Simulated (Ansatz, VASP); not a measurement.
**One calculation of GaN, two programs**

Contents of POSCAR:

```
GaN
1.0
    3.1799996605      0.0000000000      0.0000000000
   -1.5899998303      2.7539604900      0.0000000000
    0.0000000000      0.0000000000      5.1660000000
Ga N
2 2
Direct
    0.3122888958      0.6512610692      0.0000000000
    0.6877111042      0.3487389308      0.5000000000
    0.3503593914      0.6791306062      0.3750000000
    0.6496406086      0.3208693938      0.8750000000
```

INCAR.step1

```
PREC     = Accurate       # precision mode
ENCUT    = 520            # plane-wave cutoff, eV
ISMEAR   = 0              # smearing method
SIGMA    = 0.05           # smearing width, eV
LREAL    = F              # projectors in reciprocal space
LASPH    = T              # aspherical terms in the spheres
NELM     = 100            # most SCF steps
NBANDS   = 26             # bands
GGA      = PE             # functional
ALGO     = Normal         # electronic algorithm
EDIFF    = 1E-4           # SCF threshold, eV
LWAVE    = T              # write WAVECAR
LCHARG   = F              # write CHGCAR
```

The input INCAR.step2:

```
PREC     = Accurate       # precision mode
ENCUT    = 520            # plane-wave cutoff, eV
EDIFF    = 1E-6           # SCF threshold, eV
ISMEAR   = 0              # smearing method
SIGMA    = 0.05           # smearing width, eV
LREAL    = F              # projectors in reciprocal space
LASPH    = T              # aspherical terms in the spheres
NELM     = 100            # most SCF steps
ALGO     = Normal         # electronic algorithm
ISIF     = 2              # what is computed and relaxed
LWAVE    = F              # write WAVECAR
LCHARG   = T              # write CHGCAR
METAGGA  = R2SCAN         # meta-GGA
LMIXTAU  = T            
LELF     = T              # ELF
LVHAR    = T            
NBANDS   = 26             # bands
ISTART   = 1
```

Contents of KPOINTS:

```
Automatic mesh
0
Gamma
  12 12 6
```

Input for Ansatz:

```yaml
crystal:
  lattice:
    - [3.1799996605, 0.0, 0.0]
    - [-1.5899998303, 2.75396049, 0.0]
    - [0.0, 0.0, 5.166]
  atoms:
    - { symbol: Ga, position: [0.3122888958, 0.6512610692, 0.0] }
    - { symbol: Ga, position: [0.6877111042, 0.3487389308, 0.5] }
    - { symbol: "N", position: [0.3503593914, 0.6791306062, 0.375] }
    - { symbol: "N", position: [0.6496406086, 0.3208693938, 0.875] }
basis:
  ecutwfc: 500
kpoints:
  mp_grid: { grid: [12, 12, 6] }
hamiltonian:
  xc: r2scan
scf:
  occupations: { method: gaussian, width: 0.05 }
output:
  forces: true
  stress: true
  eigenvalues: true
```

Change from the starting cell: mode 4 (140.5 1/cm) frozen in, largest displacement +0.060 Å.

Alike in both runs: task single point; functional r2SCAN; k mesh 12 × 12 × 6; occupations gaussian, width 0.05 eV; no spin polarisation.

|  | VASP | Ansatz |
| --- | --- | --- |
| version | VASP 6.6.1 | Ansatz 0.2.0 |
| potentials or method | VASP PAW PBE potentials, release 64 (Ga_d, N), cutoff 520 eV | scalar-relativistic, plane waves, PAW |
| valence electrons in the cell | 36 | 36 |

|  | VASP | Ansatz | Ansatz less VASP |
| --- | --- | --- | --- |
| gap on the k mesh at the Fermi level (eV) | 2.32 | 2.32 | +0.007 |
| least direct gap on the mesh (eV) | 2.32 | 2.32 | +0.007 |
| pressure (GPa) | 2.1 | 1.0 | -1.11 |
| traceless stress, the component that is largest in VASP (GPa) | 1.30 | 1.30 | +0.001 |
| rms of the force components (eV/Å) | 0.144 | 0.146 | +0.0025 |

VASP's potentials were made for PBE, not for r2SCAN. Atom by atom the forces differ by 0.005 eV/Å (rms over components).
